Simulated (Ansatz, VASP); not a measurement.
One calculation of AlAs, two programs

File INCAR:

```
PREC = Accurate
ENCUT = 500
EDIFF = 1E-6
ISMEAR = 0
SIGMA = 0.05
LREAL = F
LASPH = T
NELM = 120
ALGO = Normal
ISIF = 2
LWAVE = F
LCHARG = F
GGA = CA
NBANDS = 11
GGA_COMPAT = F
```

KPOINTS

```
Automatic mesh
0
Gamma
  8 8 8
```

Contents of POSCAR:

```
AlAs
1.0
    0.0000000000      2.8614378033      2.8614378033
    2.8614378033      0.0000000000      2.8614378033
    2.8614378033      2.8614378033      0.0000000000
Al As
1 1
Direct
    0.0000000000      0.0000000000      0.0000000000
    0.7500000000      0.7500000000      0.7500000000
```

Input for Ansatz:

```yaml
crystal:
  lattice:
    - [0.0, 2.8614378033, 2.8614378033]
    - [2.8614378033, 0.0, 2.8614378033]
    - [2.8614378033, 2.8614378033, 0.0]
  atoms:
    - { symbol: Al, position: [0.0, 0.0, 0.0] }
    - { symbol: As, position: [0.75, 0.75, 0.75] }
basis:
  ecutwfc: 420
kpoints:
  mp_grid: { grid: [8, 8, 8] }
hamiltonian:
  xc: lda
  pseudopotentials: { kind: paw, azcp: { folder: soft_1 } }
scf:
  occupations: { method: gaussian, width: 0.05 }
output:
  forces: true
  stress: true
  eigenvalues: true
```

Change from the starting cell: mode 4 frozen in at +0.000 Å, equal normal strain along x, y and z +0.0167.

Alike in both runs: task single point; functional LDA; k mesh 8 × 8 × 8; occupations gaussian, width 0.05 eV; no spin polarisation.

|  | VASP | Ansatz |
| --- | --- | --- |
| version | VASP 6.6.1 | Ansatz 0.2.0 |
| potentials or method | VASP PAW LDA potentials, release 64 (Al, As), cutoff 500 eV | scalar-relativistic, plane waves, PAW |
| valence electrons in the cell | 8 | 18 |

Ansatz gave:

```
gap on the k mesh at the Fermi level (eV) : 1.40
least direct gap on the mesh (eV)         : 1.60
pressure (GPa)                            : -3.4
```

**Question.** Which values does VASP return?

**Answer.** gap on the k mesh at the Fermi level (eV): 1.39; least direct gap on the mesh (eV): 1.63; pressure (GPa): -3.1.

Ansatz warns that its potentials were made for another functional, while VASP's fit it. LDA's correlation is that of Perdew and Zunger in VASP and of Perdew and Wang (1992) in Ansatz. VASP's potentials hold 8 valence electrons a cell and Ansatz's 18, so a difference there can come from the potentials and not from the codes.
